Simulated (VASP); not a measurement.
# Y (P6/mmm) in VASP: a series of runs, part 2 of 2

VASP 6.6.1.

## 4. Relaxation of cell and atoms, LDA, target pressure 160 GPa, at which the enthalpy is minimised

This run uses another cell than the first one: it holds 1 atom, not 3.

INCAR reads:

```
SYSTEM = Y
PREC     = Accurate       ! precision mode
ENCUT    = 600            ! plane-wave cutoff, eV
EDIFF    = 1E-7           ! SCF threshold, eV
ISMEAR   = -1             ! smearing method
SIGMA    = 0.05           ! smearing width, eV
LREAL    = .FALSE.        ! projectors in reciprocal space
LASPH    = .TRUE.         ! aspherical terms in the spheres
NELM     = 100            ! most SCF steps
ALGO     = Normal         ! electronic algorithm
ISIF     = 3              ! what is computed and relaxed
LWAVE    = .FALSE.        ! write WAVECAR
LCHARG   = .FALSE.        ! write CHGCAR
IBRION   = 2              ! ionic algorithm
NSW      = 60             ! ionic steps
EDIFFG   = -0.005         ! ionic threshold
PSTRESS  = 1600.0
```

KPOINTS reads:

```
Automatic mesh
0
G
  17 17 16
  0 0 0
```

POSCAR reads:

```
Y
1.0
    2.4725273637      0.0000000000      0.0000000000
   -1.2362636818      2.1412715085      0.0000000000
    0.0000000000      0.0000000000      2.3241757219
Y
1
Direct
    0.0000000000      0.0000000000      0.0000000000
```

Potentials or basis: VASP PAW LDA potentials, release 64 (Y_sv).

The run is started by

```console
> cat potpaw_LDA.64/Y_sv/POTCAR > POTCAR
> mpirun -np 1 vasp_std > vasp.out
```

OUTCAR:

```text
SYSTEM = Y
   PREC = Accurate
   ENCUT = 600
   EDIFF = 1E-7
   ISMEAR = -1
   LREAL = .FALSE.
   LASPH = .TRUE.
   NELM = 100
   ISIF = 3
   IBRION = 2
   NSW = 60
   EDIFFG = -0.005
   PSTRESS = 1600.0

 ion  position               nearest neighbor table
   1  0.000  0.000  0.000-

  LATTYP: Found a hexagonal cell.
 ALAT       =     2.4725273637
 C/A-ratio  =     0.9400000000

  Lattice vectors:

 A1 = (   2.4725273637,   0.0000000000,   0.0000000000)
 A2 = (  -1.2362636818,   2.1412715085,   0.0000000000)
 A3 = (   0.0000000000,   0.0000000000,   2.3241757219)

Analysis of symmetry for initial positions (statically):
=====================================================================
 Subroutine PRICEL returns:
 Original cell was already a primitive cell.

 Routine SETGRP: Setting up the symmetry group for a
 hexagonal supercell.

 Subroutine GETGRP returns: Found 24 space group operations
 (whereof 24 operations were pure point group operations)
 out of a pool of 24 trial point group operations.

The static configuration has the point symmetry D_6h.

Analysis of symmetry for dynamics (positions and initial velocities):
=====================================================================
 Subroutine PRICEL returns:
 Original cell was already a primitive cell.

 Routine SETGRP: Setting up the symmetry group for a
 hexagonal supercell.

 Subroutine GETGRP returns: Found 24 space group operations
 (whereof 24 operations were pure point group operations)
 out of a pool of 24 trial point group operations.

The dynamic configuration has the point symmetry D_6h.

 Subroutine INISYM returns: Found 24 space group operations
 (whereof 24 operations are pure point group operations),
 and found     1 'primitive' translations

[... 123 lines left out ...]
 conjugate gradient relaxation of ions
 non-spin polarized calculation
  energy-cutoff  :      600.00
  volume of cell :       12.31
 maximum number of plane-waves:       431
 NGX is ok and might be reduce to    20

--------------------------------------- Ionic step        1  -------------------------------------------

 number of electron      11.0000000 magnetization

 Free energy of the ion-electron system (eV)
  ---------------------------------------------------
  ext. energy  EPLUGINS =         0.00000000
  ---------------------------------------------------
  free energy    TOTEN  =        -2.03048275 eV

  energy without entropy =       -2.02336939  energy(sigma->0) =       -2.02692607

------------------------ aborting loop because EDIFF is reached ----------------------------------------

  FORCE on cell =-STRESS in cart. coord.  units (eV):
  Direction    XX          YY          ZZ          XY          YZ          ZX
  --------------------------------------------------------------------------------------
  -------------------------------------------------------------------------------------
  Total       13.0870336     13.0870336     13.0908049      0.0000000     -0.0000000     -0.0000000
  in kB     1704.0015813   1704.0015813   1704.4926280      0.0000000     -0.0000000     -0.0000000
  external PRESSURE =     104.1652635 kB  Pullay stress =    1600.0000000 kB
[... 172 lines left out ...]
--------------------------------------- Ionic step        6  -------------------------------------------

 number of electron      11.0000000 magnetization

 Free energy of the ion-electron system (eV)
  ---------------------------------------------------
  ext. energy  EPLUGINS =         0.00000000
  ---------------------------------------------------
  free energy    TOTEN  =        -2.28489245 eV

  energy without entropy =       -2.27808151  energy(sigma->0) =       -2.28148698

 E-fermi :   9.6211     XC(G=0): -14.1471

 val. band max:        9.6181315848   @ k =   0.1176   0.1176   0.1875
 cond. band min:       9.6245133930   @ k =   0.2941   0.1176   0.0625
 fundamental gap:      0.0063818082
 Fermi energy:         9.6211063474

 k-point     1 :       0.0000    0.0000    0.0000
  band No.  band energies     occupation
      1     -34.4891      2.00000
      2      -9.7021      2.00000
      3      -9.5999      2.00000
      4      -9.5999      2.00000
      5       6.2604      2.00000
      6       6.6767      2.00000
      7      11.7159      0.00000
      8      11.7159      0.00000
      9      21.0696      0.00000
[... 265 lines left out ...]
 k-point    24 :       0.1765    0.1765    0.0000
  band No.  band energies     occupation
      1     -33.2018      2.00000
      2     -14.4991      2.00000
      3     -11.6034      2.00000
      4      -8.9600      2.00000
      5       8.3823      2.00000
      6       8.7805      2.00000
      7      11.0351      0.00000
      8      17.2448      0.00000
      9      19.0008      0.00000

 [... further k-points ...]

------------------------ aborting loop because EDIFF is reached ----------------------------------------

  FORCE on cell =-STRESS in cart. coord.  units (eV):
  Direction    XX          YY          ZZ          XY          YZ          ZX
  --------------------------------------------------------------------------------------
  -------------------------------------------------------------------------------------
  Total       12.5336118     12.5336118     12.5365178      0.0000000     -0.0000000      0.0000000
  in kB     1599.8553797   1599.8553797   1600.2263174      0.0000001     -0.0000000      0.0000000
  external PRESSURE =      -0.0209744 kB  Pullay stress =    1600.0000000 kB
[... 20 lines left out ...]
  energy  without entropy=       -2.2780815146  energy(sigma->0) =       -2.28148698

  enthalpy is  TOTEN    =        10.2498523345 eV   P V=       12.5347447869

 reached required accuracy - stopping structural energy minimisation
```

OSZICAR:

```text
N       E                     dE             d eps       ncg     rms          rms(c)
DAV:   1     0.316349963790E+02    0.31635E+02   -0.73930E+03  5426   0.141E+03
DAV:   2    -0.136017272571E+01   -0.32995E+02   -0.31846E+02  6401   0.202E+02
DAV:   3    -0.212689983837E+01   -0.76673E+00   -0.74167E+00  6827   0.234E+01
DAV:   4    -0.213870069614E+01   -0.11801E-01   -0.11753E-01  6597   0.230E+00
[... 51 lines left out ...]
       N       E                     dE             d eps       ncg     rms          rms(c)
DAV:   1    -0.228502599398E+01    0.57419E-03   -0.47961E-03  5444   0.666E-01    0.881E-02
DAV:   2    -0.228491402594E+01    0.11197E-03   -0.13823E-04  5846   0.119E-01    0.424E-02
DAV:   3    -0.228489253694E+01    0.21489E-04   -0.50336E-05  5785   0.682E-02    0.286E-02
DAV:   4    -0.228489245241E+01    0.84532E-07   -0.62244E-07  5752   0.955E-03
   6 F= 0.10249852E+02 E0= 0.10253258E+02  d E =-.194212E-04
```

It took 75 s on 1 thread of Intel Xeon 6975P-C (Granite Rapids), shared host; peak memory 0.19 GiB.

What came out:

| Quantity | Value |
| --- | --- |
| Free energy | -2.2849 eV |
| Relaxed volume | 12.55 Å³/atom |
| Relaxed cell | a = 2.490 Å, b = 2.490 Å, c = 2.338 Å, α = 90.00°, β = 90.00°, γ = 120.00° |
| Space group after relaxing (to 0.05 Å) | P6/mmm (No. 191) |
| Energy change on relaxing (the enthalpy is what falls) | -254.4 meV/atom |
| Ionic steps | 6 |
| Pressure after relaxing | 160.0 GPa |

Step by step:
```csv
step,energy change (eV),largest force (eV/Å),pressure (GPa),volume (Å³)
1,0.0000,0.0000,170.42,12.31
2,-1.3115,0.0000,117.36,13.79
3,-0.2624,0.0000,159.64,12.56
4,-0.2537,0.0000,160.00,12.55
5,-0.2551,0.0000,159.97,12.55
6,-0.2544,0.0000,160.00,12.55
```

Final structure:
```
Y
1.0
     2.48978    0.00000    0.00000
    -1.24489    2.15622    0.00000
     0.00000    0.00000    2.33804
Y
1
Cartesian
  0.0000 0.0000 2.3380
```

Levels at points of the mesh, in eV from the Fermi level:
```tsv
k point	band 3	band 4	band 5	band 6	band 7	band 8	band 9
(0.00, 0.00, 0.00)	-19.22	-19.22	-3.36	-2.94	2.09	2.09	11.45
(0.00, 0.00, 0.50)	-18.30	-18.30	0.89	4.11	4.11	4.52	5.81
```

Caveat: the cell is relaxed towards a set pressure, so the enthalpy falls and the energy may rise.

## 5. Summary

```tsv
task	cell	k mesh	cutoff (eV)	gap on the mesh (eV)	pressure (GPa)
single point	a = 4.168, b = 4.168, c = 2.439 Å, angles 90.0, 90.0, 120.0°, 3 atoms	9 × 9 × 12	520	none	161.4
single point	a = 4.169, b = 4.169, c = 2.439 Å, angles 90.0, 90.0, 120.0°, 3 atoms	9 × 9 × 12	520	none	161.3
relaxation of cell and atoms	relaxed to 160 GPa from a = 2.473, b = 2.473, c = 2.324 Å, angles 90.0, 90.0, 120.0°, 1 atom	17 × 17 × 16	600	none	160.0
```

Alike in all rows: level LDA; potentials or basis VASP PAW LDA potentials, release 64 (Y_sv); no spin polarisation; smearing fermi-dirac 0.05 eV.

Caveats: the cell is relaxed towards a set pressure, so the enthalpy falls and the energy may rise (some runs).

Absolute energies hang on the potentials; compare differences alone.
